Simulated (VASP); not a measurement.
Crystal: TiB2.

```
CELL_PARAMETERS angstrom
3.02920 0.00000 0.00000
-1.51460 2.62336 0.00000
0.00000 0.00000 3.22840
ATOMIC_POSITIONS crystal
Ti 0.00000 0.00000 0.00000
B 0.33333 0.66667 0.50000
B 0.66667 0.33333 0.50000
```

Base run:

```yaml
Program: VASP 6.6.1
Functional: PBE
Potentials_or_basis: VASP PAW PBE potentials, release 64 (Ti_sv, B)
Cutoff: 500 eV
k_mesh: 8 × 8 × 6
Occupations: fermi-dirac, width 0.05 eV
Spin: no spin polarisation
```

Its results: band gap on the k mesh zero (band 9 reaches 10.18 eV, above the bottom of band 10 at 9.82 eV); pressure 0.4 GPa.

Q: After a change of settings the same cell gave: band gap on the k mesh zero (filled and empty bands touch); pressure -0.6 GPa. Which change was it?
A. k mesh from 8 × 8 × 6 to 5 × 5 × 4
B. k mesh from 8 × 8 × 6 to 6 × 6 × 5
C. k mesh from 8 × 8 × 6 to 4 × 4 × 4
D. k mesh from 8 × 8 × 6 to 3 × 3 × 3

A: D.

Caveats: some runs use coarse meshes.
